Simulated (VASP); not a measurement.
Ta2Si: single point with PBEsol

The system is Ta2Si.

```xyz
3
Lattice="0.0000 2.9541 2.9541 2.9541 0.0000 2.9541 2.9541 2.9541 0.0000" Properties=species:S:1:pos:R:3 pbc="T T T"
Ta    1.4770    1.4770    1.4770
Ta    4.4311    4.4311    4.4311
Si    0.0000    0.0000    0.0000
```

This cell differs from its parent crystal: volume scaled by 0.960.

```json
{"Program": "VASP 6.6.1", "Task": "single point", "Functional": "PBEsol", "Potentials or basis": "VASP PAW PBE potentials, release 64 (Ta_pv, Si)", "Cutoff": "520 eV", "k mesh": "10 × 10 × 10", "Occupations": "gaussian, width 0.05 eV", "Spin": "no spin polarisation", "Dipole correction": "no", "Further INCAR settings": "ALGO = Normal; EDIFF = 1e-07; NBANDS = 20"}
```

| Item | Value |
| --- | --- |
| Pressure | 8.4 GPa |
| Band gap on the k mesh | zero (band 13 reaches 9.31 eV, above the bottom of band 14 at 6.31 eV) |

Levels at points of the mesh, in eV from the Fermi level:
| k point | band 11 | band 12 | band 13 | band 14 | band 15 | band 16 |
| --- | --- | --- | --- | --- | --- | --- |
| (0.00, 0.00, 0.00) | -3.12 | -3.12 | 2.01 | 3.38 | 3.38 | 3.38 |
| (0.50, 0.00, 0.00) | -1.06 | -1.06 | -0.09 | -0.02 | 0.43 | 0.43 |
| (0.50, 0.50, 0.00) | -2.13 | -2.13 | -1.98 | 0.98 | 0.98 | 1.66 |

Run time: 22 s on 1 thread of Intel(R) Xeon(R) 6975P-C (Granite Rapids), on a shared host, peak memory 0.2 GiB.

Caveat: the PAW data sets were made with another functional, which shifts forces and pressure a little; spin-orbit coupling is left out, which moves the levels of the heavy elements.
